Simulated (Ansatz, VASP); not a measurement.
# Rh in VASP and in Ansatz

File INCAR:

```
PREC = Accurate ; ENCUT = 500
EDIFF = 1E-6 ; ISMEAR = 0
SIGMA = 0.1 ; LREAL = False
LASPH = True ; NELM = 200
ALGO = Normal ; ISIF = 2
LWAVE = False ; LCHARG = True
ISPIN = 2 ; MAGMOM = 1 1
LORBIT = 11 ; LMAXMIX = 4
GGA = PE ; LELF = True
LVHAR = True ; NBANDS = 26
GGA_COMPAT = False
```

The input KPOINTS:

```
Automatic mesh
0
Gamma
  6 6 8
```

File POSCAR:

```
Rh
1.0
    4.2662804299      0.0000000000      0.0000000000
   -2.1331402150      3.6947072320      0.0000000000
    0.0000000000      0.0000000000      2.4850426171
Rh
2
Direct
    0.3333333333      0.6666666667      0.5000000000
    0.6666666667      0.3333333333      0.5000000000
```

Input for Ansatz:

```yaml
crystal:
  lattice:
    - [4.2662804299, 0.0, 0.0]
    - [-2.133140215, 3.694707232, 0.0]
    - [0.0, 0.0, 2.4850426171]
  atoms:
    - { symbol: Rh, position: [0.3333333333, 0.6666666667, 0.5], spin: 1.0 }
    - { symbol: Rh, position: [0.6666666667, 0.3333333333, 0.5], spin: 1.0 }
basis:
  ecutwfc: 420
kpoints:
  mp_grid: { grid: [6, 6, 8] }
hamiltonian:
  xc: pbe
scf:
  occupations: { method: gaussian, width: 0.1 }
  lower_state_search: "off"
output:
  forces: true
  stress: true
  eigenvalues: true
  populations: true
magnetization:
  spin_polarized: true
```

Alike in both runs: task single point; functional PBE; k mesh 6 × 6 × 8; occupations gaussian, width 0.1 eV; collinear spin.

```csv
,VASP,Ansatz
version,VASP 6.6.1,Ansatz 0.2.0
potentials or method,"VASP PAW PBE potentials, release 64 (Rh_pv), cutoff 500 eV","scalar-relativistic, plane waves, PAW"
valence electrons in the cell,30,34
```

|  | VASP | Ansatz | Ansatz less VASP |
| --- | --- | --- | --- |
| gap on the k mesh at the Fermi level (eV) | none | none | - |
| pressure (GPa) | 0.0 | -0.1 | -0.11 |
| traceless stress, the component that is largest in VASP (GPa) | 0.20 | 0.23 | +0.023 |
| net moment per atom (μB) | 0.00 | 0.00 | -0.001 |

A gap of «none» marks a metal or a gap that the smearing closes. The functional is the same, so the differences come from potentials, cutoffs and numerics. VASP's potentials hold 30 valence electrons a cell and Ansatz's 34, so a difference there can come from the potentials and not from the codes. Ansatz's warnings: seeded moment not kept.
